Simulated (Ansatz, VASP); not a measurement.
**Two plane-wave programs on C**

INCAR

```
PREC = Accurate
ENCUT = 520
EDIFF = 1E-6
ISMEAR = 0
SIGMA = 0.05
LREAL = F
LASPH = T
NELM = 100
ALGO = Normal
ISIF = 2
LWAVE = F
LCHARG = F
GGA = PS
IVDW = 12
NBANDS = 11
```

KPOINTS

```
regular mesh
0
Gamma
  15 15 15
```

File POSCAR:

```
C
1.0
    1.2188450278      0.7037005049      3.2557198513
   -1.2188450278      0.7037005049      3.2557198513
    0.0000000000     -1.4074010098      3.2557198513
C
2
Direct
    0.1503108337      0.1828563987      0.1665836162
    0.8496891663      0.8171436013      0.8334163838
```

Input for Ansatz:

```yaml
crystal:
  lattice:
    - [1.2188450278, 0.7037005049, 3.2557198513]
    - [-1.2188450278, 0.7037005049, 3.2557198513]
    - [0.0, -1.4074010098, 3.2557198513]
  atoms:
    - { symbol: C, position: [0.1503108337, 0.1828563987, 0.1665836162] }
    - { symbol: C, position: [0.8496891663, 0.8171436013, 0.8334163838] }
basis:
  ecutwfc: 520.0
kpoints:
  mp_grid: { grid: [15, 15, 15] }
hamiltonian:
  xc: pbesol
  pseudopotentials: { kind: paw, azcp: { folder: soft_1 } }
  dispersion: d3bj
scf:
  occupations: { method: gaussian, width: 0.05 }
output:
  forces: true
  stress: true
  eigenvalues: true
```

Change from the starting cell: mode 5 frozen in at -0.040 Å, equal normal strain along x, y and z -0.0083.

Alike in both runs: task single point; functional PBEsol; dispersion D3(BJ); k mesh 15 × 15 × 15; occupations gaussian, width 0.05 eV; no spin polarisation.

|  | VASP | Ansatz |
| --- | --- | --- |
| version | VASP 6.6.1 | Ansatz 0.2.0 |
| potentials or method | VASP PAW PBE potentials, release 64 (C), cutoff 520 eV | scalar-relativistic, plane waves, PAW |
| valence electrons in the cell | 8 | 8 |

Ansatz gave:

| Property | Result |
| --- | --- |
| gap on the k mesh at the Fermi level (eV) | 0.14 |
| least direct gap on the mesh (eV) | 0.25 |
| pressure (GPa) | 11.2 |
| traceless stress, the component that is largest in VASP (GPa) | -11.51 |
| rms of the force components (eV/Å) | 2.700 |

Problem. Which values does VASP return?

Solution. gap on the k mesh at the Fermi level (eV): 0.14; least direct gap on the mesh (eV): 0.25; pressure (GPa): 11.9; traceless stress, the component that is largest in VASP (GPa): -11.71; rms of the force components (eV/Å): 2.705.

VASP's potentials were made for PBE, not for PBEsol, and Ansatz warns of the same on its side. Atom by atom the forces differ by 0.005 eV/Å (rms over components).
